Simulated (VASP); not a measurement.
# HfN (Fm-3m) in VASP: a series of runs

HfN is run at these levels: PBEsol; tasks: single point.

Program: VASP 6.6.1. These are calculated values, not measurements. Logs are shortened: lines on timing, memory, paths and dates and some standing lists are left out, and cuts for length are marked.

## 1. The cell of the first run

The structure is cubic, space group Fm-3m (No. 225). Conventional cell: a = 4.499 Å, b = 4.499 Å, c = 4.499 Å, α = 90.00°, β = 90.00°, γ = 90.00°. Within 3.0 Å of Hf (site symmetry m-3m) lie 6 N at 2.25 Å. N (site symmetry m-3m) has 6 Hf at 2.25 Å within 3.0 Å.

## 2. Single point, PBEsol

The input, INCAR:

```
SYSTEM = HfN
ALGO = Normal ; EDIFF = 1E-6
ENCUT = 600 ; GGA = PS
GGA_COMPAT = .False. ; ISIF = 2
ISMEAR = -1 ; LASPH = .True.
LCHARG = .True. ; LELF = .True.
LREAL = .False. ; LVHAR = .True.
LWAVE = .False. ; NBANDS = 14
NELM = 120 ; PREC = Accurate
SIGMA = 0.1
```

The input, KPOINTS:

```
k-points
0
Gamma
  7 7 7
  0 0 0
```

The input, POSCAR:

```
HfN
1.0
    0.0000000000      2.2493492992      2.2493492992
    2.2493492992      0.0000000000      2.2493492992
    2.2493492992      2.2493492992      0.0000000000
Hf N
1 1
Direct
    0.0000000000      0.0000000000      0.0000000000
    0.5000000000      0.5000000000      0.5000000000
```

Potentials or basis: VASP PAW PBE potentials, release 64 (Hf_pv, N).

Run with:

```console
$ cat potpaw_PBE.64/Hf_pv/POTCAR potpaw_PBE.64/N/POTCAR > POTCAR
$ mpirun -np 1 vasp_std > vasp.out
```

OUTCAR:

```text
SYSTEM = HfN
   EDIFF = 1E-6
   ENCUT = 600
   GGA = PS
   ISIF = 2
   ISMEAR = -1
   LASPH = .True.
   LREAL = .False.
   NELM = 120
   PREC = Accurate

 ion  position               nearest neighbor table
   1  0.000  0.000  0.000-   2 2.25   2 2.25   2 2.25   2 2.25   2 2.25   2 2.25
   2  0.500  0.500  0.500-   1 2.25   1 2.25   1 2.25   1 2.25   1 2.25   1 2.25

  LATTYP: Found a face centered cubic cell.
 ALAT       =     4.4986985984

  Lattice vectors:

 A1 = (   0.0000000000,   2.2493492992,   2.2493492992)
 A2 = (   2.2493492992,   0.0000000000,   2.2493492992)
 A3 = (   2.2493492992,   2.2493492992,   0.0000000000)

Analysis of symmetry for initial positions (statically):
=====================================================================
 Subroutine PRICEL returns:
 Original cell was already a primitive cell.

 Routine SETGRP: Setting up the symmetry group for a
 face centered cubic supercell.

 Subroutine GETGRP returns: Found 48 space group operations
 (whereof 48 operations were pure point group operations)
 out of a pool of 48 trial point group operations.

The static configuration has the point symmetry O_h .

Analysis of symmetry for dynamics (positions and initial velocities):
=====================================================================
 Subroutine PRICEL returns:
 Original cell was already a primitive cell.

 Routine SETGRP: Setting up the symmetry group for a
 face centered cubic supercell.

 Subroutine GETGRP returns: Found 48 space group operations
 (whereof 48 operations were pure point group operations)
 out of a pool of 48 trial point group operations.

The dynamic configuration has the point symmetry O_h .

 Subroutine INISYM returns: Found 48 space group operations
 (whereof 48 operations are pure point group operations),
 and found     1 'primitive' translations

----------------------------------------------------------------------------------------

                                     Primitive cell

  volume of cell :      22.7615

  direct lattice vectors                    reciprocal lattice vectors
     0.000000000  2.249349299  2.249349299    -0.222286508  0.222286508  0.222286508
     2.249349299  0.000000000  2.249349299     0.222286508 -0.222286508  0.222286508
     2.249349299  2.249349299  0.000000000     0.222286508  0.222286508 -0.222286508

  length of vectors
     3.181060285  3.181060285  3.181060285     0.385011525  0.385011525  0.385011525

  position of ions in fractional coordinates (direct lattice)
     0.000000000  0.000000000  0.000000000
     0.500000000  0.500000000  0.500000000

  ion indices of the primitive-cell ions
   primitive index   ion index
                 1           1
                 2           2

----------------------------------------------------------------------------------------

 KPOINTS: k-points

Automatic generation of k-mesh.
 Grid dimensions read from file:
 generate k-points for:    7    7    7

 Generating k-lattice:

  Cartesian coordinates                     Fractional coordinates (reciprocal lattice)
    -0.031755215  0.031755215  0.031755215     0.142857143  0.000000000  0.000000000
     0.031755215 -0.031755215  0.031755215     0.000000000  0.142857143  0.000000000
     0.031755215  0.031755215 -0.031755215     0.000000000  0.000000000  0.142857143

  Length of vectors
     0.055001646  0.055001646  0.055001646

  Shift w.r.t. Gamma in fractional coordinates (k-lattice)
     0.000000000  0.000000000  0.000000000

 Subroutine IBZKPT returns following result:
 ===========================================

 Found     20 irreducible k-points:

 Following reciprocal coordinates:
            Coordinates               Weight
  0.000000  0.000000  0.000000      1.000000
  0.142857  0.000000  0.000000      8.000000
  0.285714  0.000000  0.000000      8.000000
  0.428571  0.000000  0.000000      8.000000
  0.142857  0.142857  0.000000      6.000000
  0.285714  0.142857  0.000000     24.000000
[... 12 lines left out ...]
 -0.428571  0.428571  0.142857     24.000000
 -0.285714  0.428571  0.142857     24.000000
   k-points           NKPTS =     20   k-points in BZ     NKDIM =     20   number of bands    NBANDS=     14
   number of dos      NEDOS =    301   number of ions     NIONS =      2
   total plane-waves  NPLWV =  21952
   dimension x,y,z NGX =    28 NGY =   28 NGZ =   28
   dimension x,y,z NGXF=    56 NGYF=   56 NGZF=   56
   ions per type =               1   1
   NGX,Y,Z   is equivalent  to a cutoff of  14.63, 14.63, 14.63 a.u.
   NGXF,Y,Z  is equivalent  to a cutoff of  29.27, 29.27, 29.27 a.u.
 SYSTEM =  HfN
   PREC   = accura    normal or accurate (medium, high low for compatibility)
   ISTART =      0    job   : 0-new  1-cont  2-samecut
   ICHARG =      2    charge: 1-file 2-atom 10-const
   ISPIN  =      1    spin polarized calculation?
   LNONCOLLINEAR =      F non collinear calculations
   LSORBIT =      F    spin-orbit coupling
   LASPH  =      T    aspherical Exc in radial PAW
   ENCUT  =  600.0 eV  44.10 Ry    6.64 a.u.   6.35  6.35  6.35*2*pi/ulx,y,z
   NELM   =    120;   NELMIN=  2; NELMDL= -5     # of ELM steps
   EDIFF  = 0.1E-05   stopping-criterion for ELM
   LREAL  =      F    real-space projection
   EDIFFG = 0.1E-04   stopping-criterion for IOM
   NSW    =      0    number of steps for IOM
   IBRION =     -1    ionic relax: 0-MD 1-quasi-New 2-CG
   NFREE  =      0    steps in history (QN), initial steepest desc. (CG)
   ISIF   =      2    stress and relaxation
   ISYM   =      2    0-nonsym 1-usesym 2-fastsym
   POTIM  = 0.5000    time-step for ionic-motion
   TEBEG  =    0.0;   TEEND  =   0.0 temperature during run
   PSTRESS=    0.0 pullay stress
   NELECT =      15.0000    total number of electrons
   NUPDOWN=      -1.0000    fix difference up-down
   EMIN   =  10.00;   EMAX   =-10.00  energy-range for DOS
   EFERMI =   0.00;   METHOD = LEGACY
   ISMEAR =    -1;   SIGMA  =   0.10  broadening in eV -4-tet -1-fermi 0-gaus
   EFERMI_NEDOS =   21; number of points for ismear=-14 and -15
   IALGO  =     38    algorithm
   IMIX   =      4    mixing-type and parameters
     AMIX     =   0.40;   BMIX     =  1.00
     AMIX_MAG =   1.60;   BMIX_MAG =  1.00
  volume/ion in A,a.u.               =      11.38        76.80
  Fermi-wavevector in a.u.,A,eV,Ry     =   1.424640  2.692179 27.614358  2.029598
  Thomas-Fermi vector in A             =   2.545109
   LORBIT       =      0    0 simple, 1 ext, 2 COOP (PROOUT), +10 PAW based schemes
   GGA     = PS    functional components
   LHFCALC =     F    Hartree Fock is set to
   AEXX    =    0.0000 exact exchange contribution
   IVDW    =     0    specifies the selected vdW correction
   LEPSILON=     F    determine dielectric tensor
   LRPA    =     F    only Hartree local field effects (RPA)
 non-spin polarized calculation
  energy-cutoff  :      600.00
  volume of cell :       22.76
 maximum number of plane-waves:       769
 NGX is ok and might be reduce to    28
   NGX = 13   NGY = 13   NGZ = 13

 number of electron      15.0000002 magnetization

 Free energy of the ion-electron system (eV)
  ---------------------------------------------------
  ext. energy  EPLUGINS =         0.00000000
  ---------------------------------------------------
  free energy    TOTEN  =       -22.98804887 eV

  energy without entropy =      -22.96509766  energy(sigma->0) =      -22.97657326

 E-fermi :   8.4836     XC(G=0): -12.9613

 val. band max:        8.3218722897   @ k =   0.1429   0.0000   0.0000
 cond. band min:       8.5746535472   @ k =   0.1429   0.0000   0.0000
 fundamental gap:      0.2527812575
 Fermi energy:         8.4836011523

 k-point     1 :       0.0000    0.0000    0.0000
  band No.  band energies     occupation
      1     -22.6915      2.00000
      2     -22.6915      2.00000
      3     -22.6915      2.00000
      4      -9.2062      2.00000
      5       5.3092      2.00000
      6       5.3092      2.00000
      7       5.3092      2.00000
      8       7.9363      1.99164
      9       7.9363      1.99164
     10       7.9363      1.99164
     11      10.2470      0.00000
     12      10.2899      0.00000
     13      10.2899      0.00000
     14      17.8830      0.00000

 k-point     2 :       0.1429    0.0000    0.0000
  band No.  band energies     occupation
      1     -22.9006      2.00000
      2     -22.7089      2.00000
      3     -22.7089      2.00000
      4      -8.7346      2.00000
      5       3.6669      2.00000
      6       4.3183      2.00000
      7       4.3183      2.00000
      8       8.3219      1.66884
      9       8.5747      0.57379
     10       8.5747      0.57379
     11      11.5388      0.00000
     12      11.7138      0.00000
     13      11.7138      0.00000
     14      19.3983      0.00000

 k-point     3 :       0.2857    0.0000    0.0000
  band No.  band energies     occupation
      1     -23.3382      2.00000
      2     -22.7475      2.00000
      3     -22.7475      2.00000
      4      -7.6063      2.00000
      5       1.2616      2.00000
      6       2.9504      2.00000
      7       2.9504      2.00000
      8       9.1775      0.00194
      9      10.0994      0.00000
     10      10.0994      0.00000
     11      13.5024      0.00000
     12      14.4358      0.00000
     13      14.4358      0.00000
     14      20.6137      0.00000

 k-point     4 :       0.4286    0.0000    0.0000
  band No.  band energies     occupation
      1     -23.6625      2.00000
      2     -22.7781      2.00000
      3     -22.7781      2.00000
      4      -6.5379      2.00000
      5      -0.4133      2.00000
      6       2.1703      2.00000
      7       2.1703      2.00000
      8      10.9266      0.00000
      9      11.7780      0.00000
     10      11.7780      0.00000
     11      13.4099      0.00000
     12      16.8494      0.00000
     13      16.8494      0.00000
     14      20.4176      0.00000

 k-point     5 :       0.1429    0.1429    0.0000
  band No.  band energies     occupation
      1     -22.8873      2.00000
      2     -22.7538      2.00000
      3     -22.7538      2.00000
      4      -8.6340      2.00000
      5       2.8517      2.00000
      6       4.7410      2.00000
      7       4.7410      2.00000
      8       6.9814      2.00000
      9       9.5373      0.00005
     10       9.5373      0.00005
     11      10.6339      0.00000
[... 208 lines left out ...]
 k-point    18 :      -0.4286    0.2857    0.1429
  band No.  band energies     occupation
      1     -23.4847      2.00000
      2     -23.0811      2.00000
      3     -22.8841      2.00000
      4      -7.0926      2.00000
      5       0.8391      2.00000
      6       2.5597      2.00000
      7       2.8413      2.00000
      8       9.0061      0.01070
      9      11.0614      0.00000
     10      12.7803      0.00000
     11      14.0146      0.00000
     12      16.1919      0.00000
     13      18.0443      0.00000
     14      19.1423      0.00000

 k-point    19 :      -0.4286    0.4286    0.1429
  band No.  band energies     occupation
      1     -23.4399      2.00000
      2     -23.1003      2.00000
      3     -23.0068      2.00000
      4      -7.6301      2.00000
      5       2.2545      2.00000
      6       3.1531      2.00000
      7       3.1977      2.00000
      8       7.0715      2.00000
      9      12.0706      0.00000
     10      13.3243      0.00000
     11      13.7600      0.00000
     12      15.1482      0.00000
     13      17.3035      0.00000
     14      18.9950      0.00000

 k-point    20 :      -0.2857    0.4286    0.1429
  band No.  band energies     occupation
      1     -23.3156      2.00000
      2     -23.2913      2.00000
      3     -22.9862      2.00000
      4      -7.3728      2.00000
      5       1.7703      2.00000
      6       2.7979      2.00000
      7       2.9428      2.00000
      8       8.7529      0.12677
      9      10.3848      0.00000
     10      13.6029      0.00000
     11      14.1684      0.00000
     12      14.9715      0.00000
     13      18.6878      0.00000
     14      20.4138      0.00000

------------------------ aborting loop because EDIFF is reached ----------------------------------------

  FORCE on cell =-STRESS in cart. coord.  units (eV):
  Direction    XX          YY          ZZ          XY          YZ          ZX
  --------------------------------------------------------------------------------------
  -------------------------------------------------------------------------------------
  Total       -0.2042895     -0.2042895     -0.2042895      0.0000000      0.0000000      0.0000000
  in kB      -14.3799006    -14.3799006    -14.3799006      0.0000000      0.0000000      0.0000000
  external PRESSURE =     -14.3799006 kB  Pullay stress =       0.0000000 kB

 VOLUME and BASIS-vectors are now :
 -----------------------------------------------------------------------------
  energy-cutoff  :      600.00
  volume of cell :       22.76
      direct lattice vectors                 reciprocal lattice vectors
     0.000000000  2.249349299  2.249349299    -0.222286508  0.222286508  0.222286508
     2.249349299  0.000000000  2.249349299     0.222286508 -0.222286508  0.222286508
     2.249349299  2.249349299  0.000000000     0.222286508  0.222286508 -0.222286508

 POSITION                                       TOTAL-FORCE (eV/Angst)
 -----------------------------------------------------------------------------------
      0.00000      0.00000      0.00000        -0.000000     -0.000000     -0.000000
      2.24935      2.24935      2.24935         0.000000      0.000000      0.000000
 -----------------------------------------------------------------------------------
    total drift:                                0.000000      0.000000      0.000000

  FREE ENERGIE OF THE ION-ELECTRON SYSTEM (eV)
  ---------------------------------------------------
  free  energy   TOTEN  =       -22.9880488714 eV

  energy  without entropy=      -22.9650976576  energy(sigma->0) =      -22.97657326
```

Wall time 8.9 s (1 thread of AMD EPYC 7R13 (Zen 3), shared host); peak memory 0.13 GiB.

What came out:

```
Free energy            : -22.9880 eV
Pressure               : -1.4 GPa
Band gap on the k mesh : zero (an odd number of electrons rules out a gap without spin polarisation)
```

Levels at points of the mesh, in eV from the Fermi level:
```
           k point  band 6  band 7  band 8  band 9  band 10  band 11
(0.00, 0.00, 0.00)   -3.17   -3.17   -0.55   -0.55    -0.55     1.76
```

Caveat: the PAW data sets were made with another functional, which shifts forces and pressure a little; spin-orbit coupling is left out, which moves the levels of the heavy elements.

## 3. Single point, PBEsol

This run uses another cell than the first one, of 11.19 Å³/atom.

The input, INCAR:

```
ALGO = Normal
EDIFF = 1E-6
ENCUT = 600
GGA = PS
GGA_COMPAT = F
ISIF = 2
ISMEAR = -1
LASPH = T
LCHARG = T
LELF = T
LREAL = F
LVHAR = T
LWAVE = F
NBANDS = 14
NELM = 120
PREC = Accurate
SIGMA = 0.1
```

The input, KPOINTS:

```
k-points
0
Gamma
  7 7 7
```

The input, POSCAR:

```
HfN
1.0
    0.0000000000      2.2368023524      2.2368023524
    2.2368023524      0.0000000000      2.2368023524
    2.2368023524      2.2368023524      0.0000000000
Hf N
1 1
Direct
    0.0000000000      0.0000000000      0.0000000000
    0.5000000000      0.5000000000      0.5000000000
```

Potentials or basis: VASP PAW PBE potentials, release 64 (Hf_pv, N).

Run with:

```console
$ cat potpaw_PBE.64/Hf_pv/POTCAR potpaw_PBE.64/N/POTCAR > POTCAR
$ mpirun -np 1 vasp_std > vasp.out
```

Run time: 9.4 s. Hardware: 1 thread of AMD EPYC 7R13 (Zen 3), shared host; peak memory 0.13 GiB.

Results (log left out):

- Free energy: -22.9851 eV
- Pressure: 3.5 GPa
- Band gap on the k mesh: zero (an odd number of electrons rules out a gap without spin polarisation)

Levels at points of the mesh, in eV from the Fermi level:
```tsv
k point	band 6	band 7	band 8	band 9	band 10	band 11
(0.00, 0.00, 0.00)	-3.20	-3.20	-0.56	-0.56	-0.56	1.84
```

Caveat: the cell stands under pressure; the PAW data sets were made with another functional, which shifts forces and pressure a little; spin-orbit coupling is left out, which moves the levels of the heavy elements.

[end of part 1 of 2]
